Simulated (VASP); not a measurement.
## In4TeS: single point with PBE

The system is In4TeS.

```
CELL_PARAMETERS angstrom
4.86166 0.00000 0.00000
0.00000 4.86166 0.00000
0.00000 0.00000 6.77377
ATOMIC_POSITIONS crystal
In 0.00000 0.50000 0.18284
In 0.50000 0.00000 0.81716
In 0.00000 0.50000 0.81716
In 0.50000 0.00000 0.18284
Te 0.00000 0.00000 0.00000
S 0.00000 0.00000 0.50000
```

The cell was built from a structure type or drawn by symmetry, and may not be a known phase.

```
Program             : VASP 6.6.1
Task                : single point
Functional          : PBE
Potentials or basis : VASP PAW PBE potentials, release 64 (In_d, Te, S)
Cutoff              : 520 eV
k mesh              : 4 × 4 × 4
Occupations         : gaussian, width 0.1 eV
Spin                : no spin polarisation
```

The pressure is 21.8 GPa and the largest force is 6.249 eV/Å. The band gap on the k mesh is zero (bands 32 and 33 overlap by 0.88 eV).

Forces on the atoms (eV/Å):
```
In   0.000  0.000  6.249
In   0.000  0.000 -6.249
In   0.000  0.000 -6.249
In   0.000  0.000  6.249
Te   0.000  0.000  0.000
S    0.000  0.000  0.000
```

Stress tensor (GPa, compression positive):
```
18.11  0.00  0.00
 0.00 18.11  0.00
 0.00  0.00 29.03
```

Levels at points of the mesh, in eV from the Fermi level:
| k point | band 28 | band 29 | band 30 | band 31 | band 32 | band 33 | band 34 | band 35 | band 36 | band 37 |
| --- | --- | --- | --- | --- | --- | --- | --- | --- | --- | --- |
| (0.00, 0.00, 0.00) | -1.44 | -1.44 | -0.56 | -0.44 | -0.26 | 0.41 | 0.55 | 0.55 | 1.46 | 2.12 |
| (0.50, 0.00, 0.00) | -3.20 | -1.38 | -0.33 | 0.01 | 0.23 | 0.33 | 0.35 | 1.74 | 2.00 | 3.47 |
| (0.50, 0.50, 0.00) | -3.00 | -3.00 | -3.00 | -0.16 | -0.10 | 2.01 | 2.01 | 3.45 | 3.66 | 3.71 |
| (0.00, 0.00, 0.50) | -2.70 | -2.15 | -2.15 | -1.12 | -0.55 | 1.81 | 1.81 | 2.18 | 2.18 | 2.48 |
| (0.50, 0.00, 0.50) | -2.57 | -1.90 | -0.53 | -0.41 | -0.35 | 0.14 | 1.31 | 2.88 | 2.91 | 3.02 |
| (0.50, 0.50, 0.50) | -3.23 | -2.13 | -0.73 | 0.00 | 0.00 | 0.57 | 0.57 | 3.50 | 3.50 | 3.85 |

Wall time 52 s on 1 thread of Intel(R) Xeon(R) 6975P-C (Granite Rapids), on a shared host, peak memory 0.29 GiB.

Caveat: the cell stands under pressure; spin-orbit coupling is left out, which moves the levels of the heavy elements; forces of over 1 eV/Å act on the atoms, so gaps and moduli don't describe the material at rest.
